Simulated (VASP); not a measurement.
# MgI2 (P-3m1) in VASP: further runs

The runs below take MgI2 through single point, with PBEsol.

Everything below comes from runs of VASP 6.6.1. Logs are shortened: lines on timing, memory, paths and dates and some standing lists are left out, and cuts for length are marked.

### Step 1. The cell of the first run

Symmetry: P-3m1, No. 164, trigonal system. Conventional cell: a = 4.131 Å, b = 4.131 Å, c = 6.814 Å, α = 90.00°, β = 90.00°, γ = 120.00°. Mg (site symmetry -3m) has 6 I at 2.91 Å within 3.8 Å. I (site symmetry 3m) has 3 Mg at 2.91 Å within 3.8 Å.

### Step 2. Single point, PBEsol (strain along c alone, the other axes held: -3.0 %, then relaxed in part)

The input, INCAR:

```
SYSTEM = MgI2
ALGO = Normal
EDIFF = 1E-6
ENCUT = 520
GGA = PS
ISIF = 2
ISMEAR = 0
LASPH = .True.
LCHARG = .False.
LREAL = .False.
LWAVE = .False.
NBANDS = 15
NELM = 60
PREC = Accurate
SIGMA = 0.02
```

The input, KPOINTS:

```
k-points
0
Gamma
  6 6 4
  0 0 0
```

The input, POSCAR:

```
MgI2
1.0
    4.1307255317      0.0000000000      0.0000000000
   -2.0653627658      3.5773132465      0.0000000000
    0.0000000000      0.0000000000      6.8136052321
Mg I
1 2
Direct
    0.0000000000      0.0000000000      0.0000000000
    0.3333333333      0.6666666667      0.7559814026
    0.6666666667      0.3333333333      0.2440185974
```

Potentials or basis: VASP PAW PBE potentials, release 64 (Mg, I).

Started as:

```bash
> cat potpaw_PBE.64/Mg/POTCAR potpaw_PBE.64/I/POTCAR > POTCAR
> mpirun -np 1 vasp_std > vasp.out
```

OUTCAR:

```text
SYSTEM = MgI2
   EDIFF = 1E-6
   ENCUT = 520
   GGA = PS
   ISIF = 2
   ISMEAR = 0
   LASPH = .True.
   LREAL = .False.
   NELM = 60
   PREC = Accurate

 ion  position               nearest neighbor table
   1  0.000  0.000  0.000-   2 2.91   3 2.91   2 2.91   3 2.91   3 2.91   2 2.91
   2  0.333  0.667  0.756-   1 2.91   1 2.91   1 2.91
   3  0.667  0.333  0.244-   1 2.91   1 2.91   1 2.91

  LATTYP: Found a hexagonal cell.
 ALAT       =     4.1307255317
 C/A-ratio  =     1.6494935768

  Lattice vectors:

 A1 = (   4.1307255317,   0.0000000000,   0.0000000000)
 A2 = (  -2.0653627658,   3.5773132465,   0.0000000000)
 A3 = (   0.0000000000,   0.0000000000,   6.8136052321)

Analysis of symmetry for initial positions (statically):
=====================================================================
 Subroutine PRICEL returns:
 Original cell was already a primitive cell.

 Routine SETGRP: Setting up the symmetry group for a
 hexagonal supercell.

 Subroutine GETGRP returns: Found 12 space group operations
 (whereof 12 operations were pure point group operations)
 out of a pool of 24 trial point group operations.

The static configuration has the point symmetry D_3d.

Analysis of symmetry for dynamics (positions and initial velocities):
=====================================================================
 Subroutine PRICEL returns:
 Original cell was already a primitive cell.

 Routine SETGRP: Setting up the symmetry group for a
 hexagonal supercell.

 Subroutine GETGRP returns: Found 12 space group operations
 (whereof 12 operations were pure point group operations)
 out of a pool of 24 trial point group operations.

The dynamic configuration has the point symmetry D_3d.

 Subroutine INISYM returns: Found 12 space group operations
 (whereof 12 operations are pure point group operations),
 and found     1 'primitive' translations

----------------------------------------------------------------------------------------

                                     Primitive cell

  volume of cell :     100.6840

  direct lattice vectors                    reciprocal lattice vectors
     4.130725532  0.000000000  0.000000000     0.242088222  0.139769700  0.000000000
    -2.065362766  3.577313247  0.000000000     0.000000000  0.279539400  0.000000000
     0.000000000  0.000000000  6.813605232     0.000000000  0.000000000  0.146765180

  length of vectors
     4.130725532  4.130725532  6.813605232     0.279539400  0.279539400  0.146765180

  position of ions in fractional coordinates (direct lattice)
     0.000000000  0.000000000  0.000000000
     0.333333333  0.666666667  0.755981403
     0.666666667  0.333333333  0.244018597

  ion indices of the primitive-cell ions
   primitive index   ion index
                 1           1
                 2           2
                 3           3

----------------------------------------------------------------------------------------

 KPOINTS: k-points

Automatic generation of k-mesh.
 Grid dimensions read from file:
 generate k-points for:    6    6    4

 Generating k-lattice:

  Cartesian coordinates                     Fractional coordinates (reciprocal lattice)
     0.040348037  0.023294950  0.000000000     0.166666667  0.000000000  0.000000000
     0.000000000  0.046589900  0.000000000     0.000000000  0.166666667  0.000000000
     0.000000000  0.000000000  0.036691295     0.000000000  0.000000000  0.250000000

  Length of vectors
     0.046589900  0.046589900  0.036691295

  Shift w.r.t. Gamma in fractional coordinates (k-lattice)
     0.000000000  0.000000000  0.000000000

 Subroutine IBZKPT returns following result:
 ===========================================

 Found     24 irreducible k-points:

 Following reciprocal coordinates:
            Coordinates               Weight
  0.000000  0.000000  0.000000      1.000000
  0.166667 -0.000000  0.000000      6.000000
  0.333333 -0.000000  0.000000      6.000000
  0.500000  0.000000  0.000000      3.000000
  0.166667  0.166667  0.000000      6.000000
  0.333333  0.166667  0.000000     12.000000
[... 16 lines left out ...]
  0.333333  0.166667  0.500000     12.000000
  0.333333  0.333333  0.500000      2.000000
   k-points           NKPTS =     24   k-points in BZ     NKDIM =     24   number of bands    NBANDS=     15
   number of dos      NEDOS =    301   number of ions     NIONS =      3
   total plane-waves  NPLWV =  55296
   dimension x,y,z NGX =    32 NGY =   32 NGZ =   54
   dimension x,y,z NGXF=    64 NGYF=   64 NGZF=  108
   ions per type =               1   2
   NGX,Y,Z   is equivalent  to a cutoff of  12.88, 12.88, 13.18 a.u.
   NGXF,Y,Z  is equivalent  to a cutoff of  25.76, 25.76, 26.35 a.u.
 SYSTEM =  MgI2
   PREC   = accura    normal or accurate (medium, high low for compatibility)
   ISTART =      0    job   : 0-new  1-cont  2-samecut
   ICHARG =      2    charge: 1-file 2-atom 10-const
   ISPIN  =      1    spin polarized calculation?
   LNONCOLLINEAR =      F non collinear calculations
   LSORBIT =      F    spin-orbit coupling
   LASPH  =      T    aspherical Exc in radial PAW
   ENCUT  =  520.0 eV  38.22 Ry    6.18 a.u.   7.68  7.68 12.67*2*pi/ulx,y,z
   NELM   =     60;   NELMIN=  2; NELMDL= -5     # of ELM steps
   EDIFF  = 0.1E-05   stopping-criterion for ELM
   LREAL  =      F    real-space projection
   EDIFFG = 0.1E-04   stopping-criterion for IOM
   NSW    =      0    number of steps for IOM
   IBRION =     -1    ionic relax: 0-MD 1-quasi-New 2-CG
   NFREE  =      0    steps in history (QN), initial steepest desc. (CG)
   ISIF   =      2    stress and relaxation
   ISYM   =      2    0-nonsym 1-usesym 2-fastsym
   POTIM  = 0.5000    time-step for ionic-motion
   TEBEG  =    0.0;   TEEND  =   0.0 temperature during run
   PSTRESS=    0.0 pullay stress
   NELECT =      16.0000    total number of electrons
   NUPDOWN=      -1.0000    fix difference up-down
   EMIN   =  10.00;   EMAX   =-10.00  energy-range for DOS
   EFERMI =   0.00;   METHOD = LEGACY
   ISMEAR =     0;   SIGMA  =   0.02  broadening in eV -4-tet -1-fermi 0-gaus
   EFERMI_NEDOS =   21; number of points for ismear=-14 and -15
   IALGO  =     38    algorithm
   IMIX   =      4    mixing-type and parameters
     AMIX     =   0.40;   BMIX     =  1.00
     AMIX_MAG =   1.60;   BMIX_MAG =  1.00
  volume/ion in A,a.u.               =      33.56       226.48
  Fermi-wavevector in a.u.,A,eV,Ry     =   0.886737  1.675690 10.698290  0.786302
  Thomas-Fermi vector in A             =   2.007942
   LORBIT       =      0    0 simple, 1 ext, 2 COOP (PROOUT), +10 PAW based schemes
   GGA     = PS    functional components
   LHFCALC =     F    Hartree Fock is set to
   AEXX    =    0.0000 exact exchange contribution
   IVDW    =     0    specifies the selected vdW correction
   LEPSILON=     F    determine dielectric tensor
   LRPA    =     F    only Hartree local field effects (RPA)
 non-spin polarized calculation
 Gauss-broadening in eV      SIGMA  =   0.02
  energy-cutoff  :      520.00
  volume of cell :      100.68
 maximum number of plane-waves:      2743
 NGX is ok and might be reduce to    32
   NGX = 15   NGY = 15   NGZ = 25

 number of electron      16.0000000 magnetization

 Free energy of the ion-electron system (eV)
  ---------------------------------------------------
  ext. energy  EPLUGINS =         0.00000000
  ---------------------------------------------------
  free energy    TOTEN  =        -8.41877652 eV

  energy without entropy =       -8.41877652  energy(sigma->0) =       -8.41877652

 E-fermi :   2.5178     XC(G=0):  -8.4572

 val. band max:        2.4144535319   @ k =   0.0000   0.0000   0.0000
 cond. band min:       5.8594131639   @ k =   0.5000   0.0000   0.2500
 fundamental gap:      3.4449596320
 Fermi energy:         2.5178019978

 k-point     1 :       0.0000    0.0000    0.0000
  band No.  band energies     occupation
      1      -9.7943      2.00000
      2      -9.0461      2.00000
      3      -1.2769      2.00000
      4       1.9235      2.00000
      5       1.9235      2.00000
      6       2.3255      2.00000
      7       2.3255      2.00000
      8       2.4145      2.00000
      9       6.0287      0.00000
     10       7.0396      0.00000
     11       9.0565      0.00000
     12       9.0565      0.00000
     13       9.7826      0.00000
     14      10.4832      0.00000
     15      10.4832      0.00000

 k-point     2 :       0.1667   -0.0000    0.0000
  band No.  band energies     occupation
      1      -9.6470      2.00000
      2      -8.9712      2.00000
      3      -1.0729      2.00000
      4       0.8915      2.00000
      5       1.4251      2.00000
      6       1.6012      2.00000
      7       2.2669      2.00000
      8       2.3054      2.00000
      9       6.9532      0.00000
     10       7.6892      0.00000
     11       8.5268      0.00000
     12       9.4296      0.00000
     13       9.5045      0.00000
     14      10.2907      0.00000
     15      10.8685      0.00000

 k-point     3 :       0.3333   -0.0000    0.0000
  band No.  band energies     occupation
      1      -9.2941      2.00000
      2      -8.8402      2.00000
      3      -0.8694      2.00000
      4      -0.3066      2.00000
      5       0.3383      2.00000
      6       1.1455      2.00000
      7       1.8920      2.00000
      8       2.0452      2.00000
      9       6.4026      0.00000
     10       7.7568      0.00000
     11       8.1856      0.00000
     12       9.4319      0.00000
     13       9.9611      0.00000
     14      11.0551      0.00000
     15      11.4205      0.00000

 k-point     4 :       0.5000    0.0000    0.0000
  band No.  band energies     occupation
      1      -9.0458      2.00000
      2      -8.8225      2.00000
      3      -1.3122      2.00000
      4      -0.5182      2.00000
      5       0.4317      2.00000
      6       0.9599      2.00000
      7       1.4256      2.00000
      8       1.9262      2.00000
      9       5.9746      0.00000
     10       7.6052      0.00000
     11       7.7602      0.00000
     12       9.2778      0.00000
     13      10.3818      0.00000
     14      11.6992      0.00000
     15      12.1549      0.00000
[... 307 lines left out ...]
 k-point    22 :       0.1667    0.1667    0.5000
  band No.  band energies     occupation
      1      -9.2640      2.00000
      2      -9.0207      2.00000
      3      -0.6758      2.00000
      4      -0.0735      2.00000
      5       0.8439      2.00000
      6       1.2989      2.00000
      7       1.6040      2.00000
      8       1.7137      2.00000
      9       7.0151      0.00000
     10       8.1949      0.00000
     11       8.9550      0.00000
     12       9.2957      0.00000
     13       9.6264      0.00000
     14       9.8611      0.00000
     15      11.0000      0.00000

 k-point    23 :       0.3333    0.1667    0.5000
  band No.  band energies     occupation
      1      -8.9917      2.00000
      2      -8.8792      2.00000
      3      -1.1434      2.00000
      4      -0.6919      2.00000
      5       0.3819      2.00000
      6       0.7761      2.00000
      7       1.6635      2.00000
      8       1.7881      2.00000
      9       6.6688      0.00000
     10       7.8514      0.00000
     11       8.5388      0.00000
     12       9.2054      0.00000
     13       9.4486      0.00000
     14      10.5530      0.00000
     15      11.5524      0.00000

 k-point    24 :       0.3333    0.3333    0.5000
  band No.  band energies     occupation
      1      -8.8633      2.00000
      2      -8.8633      2.00000
      3      -0.8558      2.00000
      4      -0.4931      2.00000
      5      -0.4931      2.00000
      6       0.0791      2.00000
      7       1.8325      2.00000
      8       1.8325      2.00000
      9       7.2371      0.00000
     10       8.0361      0.00000
     11       8.0361      0.00000
     12       9.6011      0.00000
     13      10.6754      0.00000
     14      10.9292      0.00000
     15      11.1359      0.00000

------------------------ aborting loop because EDIFF is reached ----------------------------------------

  FORCE on cell =-STRESS in cart. coord.  units (eV):
  Direction    XX          YY          ZZ          XY          YZ          ZX
  --------------------------------------------------------------------------------------
  -------------------------------------------------------------------------------------
  Total        0.0549454      0.0549454      0.2245630      0.0000000      0.0000000     -0.0000000
  in kB        0.8743427      0.8743427      3.5734562      0.0000000      0.0000000     -0.0000000
  external PRESSURE =       1.7740472 kB  Pullay stress =       0.0000000 kB

 VOLUME and BASIS-vectors are now :
 -----------------------------------------------------------------------------
  energy-cutoff  :      520.00
  volume of cell :      100.68
      direct lattice vectors                 reciprocal lattice vectors
     4.130725532  0.000000000  0.000000000     0.242088222  0.139769700  0.000000000
    -2.065362766  3.577313247  0.000000000     0.000000000  0.279539400  0.000000000
     0.000000000  0.000000000  6.813605232     0.000000000  0.000000000  0.146765180

 POSITION                                       TOTAL-FORCE (eV/Angst)
 -----------------------------------------------------------------------------------
      0.00000      0.00000      0.00000        -0.000000      0.000000      0.000000
     -0.00000      2.38488      5.15096         0.000000      0.000000      0.006207
      2.06536      1.19244      1.66265        -0.000000     -0.000000     -0.006207
 -----------------------------------------------------------------------------------
    total drift:                                0.000000     -0.000000      0.000000

  FREE ENERGIE OF THE ION-ELECTRON SYSTEM (eV)
  ---------------------------------------------------
  free  energy   TOTEN  =        -8.4187765193 eV

  energy  without entropy=       -8.4187765193  energy(sigma->0) =       -8.41877652
```

Wall time 16 s (1 thread of AMD EPYC 9R45 (Zen 5), shared host); peak memory 0.2 GiB.

Results:

```yaml
Free_energy: -8.4188 eV
Pressure: 0.2 GPa
Largest_force: 0.006 eV/Å
Band_gap_on_the_k_mesh: 3.44 eV (least direct gap 3.61 eV)
```

Forces in eV/Å, atoms in the order of the input:
```
Mg   0.000  0.000  0.000
I    0.000  0.000  0.006
I    0.000  0.000 -0.006
```

Levels at points of the mesh, in eV from the valence-band top:
```tsv
k point	band 5	band 6	band 7	band 8	band 9	band 10	band 11	band 12
(0.00, 0.00, 0.00)	-0.49	-0.09	-0.09	0.00	3.61	4.63	6.64	6.64
(0.50, 0.00, 0.00)	-1.98	-1.45	-0.99	-0.49	3.56	5.19	5.35	6.86
(0.00, 0.00, 0.50)	-0.38	-0.38	-0.20	-0.20	4.62	4.73	6.45	6.45
(0.50, 0.00, 0.50)	-1.27	-1.18	-0.86	-0.76	3.47	5.04	5.52	5.93
```

Caveat: the cell differs from its parent crystal (strain along c alone, the other axes held: -3.0 %, then relaxed in part); the PAW data sets were made with another functional, which shifts forces and pressure a little; spin-orbit coupling is left out, which moves the levels of the heavy elements; this functional lacks dispersion, which binds layers or chains, so the pressure and a relaxed spacing across them are unreliable. A k mesh can miss the band edges.

[end of part 1 of 3]
